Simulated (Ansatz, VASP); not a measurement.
# Li2Be3C2: VASP beside Ansatz

Contents of INCAR:

```
PREC = Accurate ; ENCUT = 600
EDIFF = 1E-6 ; ISMEAR = 0
SIGMA = 0.1 ; LREAL = F
LASPH = T ; NELM = 80
ALGO = Normal ; ISIF = 3
LWAVE = F ; LCHARG = F
GGA = PE ; IBRION = 2
NSW = 100 ; EDIFFG = -0.01
```

The input KPOINTS:

```
Automatic mesh
0
Gamma
  18 18 4
```

The input POSCAR:

```
Li2Be3C2
1.0
    2.4204086191      0.0000000000      0.0000000000
   -1.2102043096      2.0961353517      0.0000000000
    0.0000000000      0.0000000000     17.1852573291
Li Be C
2 3 2
Direct
    0.6666666667      0.3333333333      0.8749322742
    0.3333333333      0.6666666667      0.1250677258
    0.3333333333      0.6666666667      0.7465884334
    0.6666666667      0.3333333333      0.2534115666
    0.0000000000      0.0000000000      0.0000000000
    0.3333333333      0.6666666667      0.5000008772
    0.6666666667      0.3333333333      0.4999991228
```

Input for Ansatz:

```yaml
crystal:
  lattice:
    - [2.4204086191, 0.0, 0.0]
    - [-1.2102043096, 2.0961353517, 0.0]
    - [0.0, 0.0, 17.1852573291]
  atoms:
    - { symbol: Li, position: [0.6666666667, 0.3333333333, 0.8749322742] }
    - { symbol: Li, position: [0.3333333333, 0.6666666667, 0.1250677258] }
    - { symbol: Be, position: [0.3333333333, 0.6666666667, 0.7465884334] }
    - { symbol: Be, position: [0.6666666667, 0.3333333333, 0.2534115666] }
    - { symbol: Be, position: [0.0, 0.0, 0.0] }
    - { symbol: C, position: [0.3333333333, 0.6666666667, 0.5000008772] }
    - { symbol: C, position: [0.6666666667, 0.3333333333, 0.4999991228] }
basis:
  ecutwfc: 420
kpoints:
  mp_grid: { grid: [18, 18, 4] }
hamiltonian:
  xc: pbe
scf:
  occupations: { method: gaussian, width: 0.1 }
output:
  forces: true
  stress: true
  eigenvalues: true
relax:
  adjacent_minimum: "off"
  f_tol: 0.01
  max_steps: 80
  cell: { stress_tol: 0.05 }
```

Change from the starting cell: species swapped into the Mg2H2O3 type (P-3m1, No. 164).

Alike in both runs: task relaxation of cell and atoms; functional PBE; k mesh 18 × 18 × 4; occupations gaussian, width 0.1 eV; no spin polarisation.

```csv
,VASP,Ansatz
version,VASP 6.6.1,Ansatz 0.2.0
potentials or method,"VASP PAW PBE potentials, release 64 (Li_sv, Be, C), cutoff 600 eV","scalar-relativistic, plane waves, PAW"
valence electrons in the cell,20,20
```

|  | VASP | Ansatz | Ansatz less VASP |
| --- | --- | --- | --- |
| gap on the k mesh at the Fermi level, each at its own relaxed structure (eV) | none | none | - |
| relaxed volume (Å³/atom) | 12.46 | 12.46 | 0.000 |
| relaxed length of the cell vector where the two differ most in proportion (Å) | 2.420 | 2.420 | 0.0000 |

A gap of «none» marks a metal or a gap that the smearing closes.

Noted on VASP's run: the cutoff is under 1.25 times that of the potentials, so the pressure is a little rough; the relaxation stopped at its first step, so nothing moved.
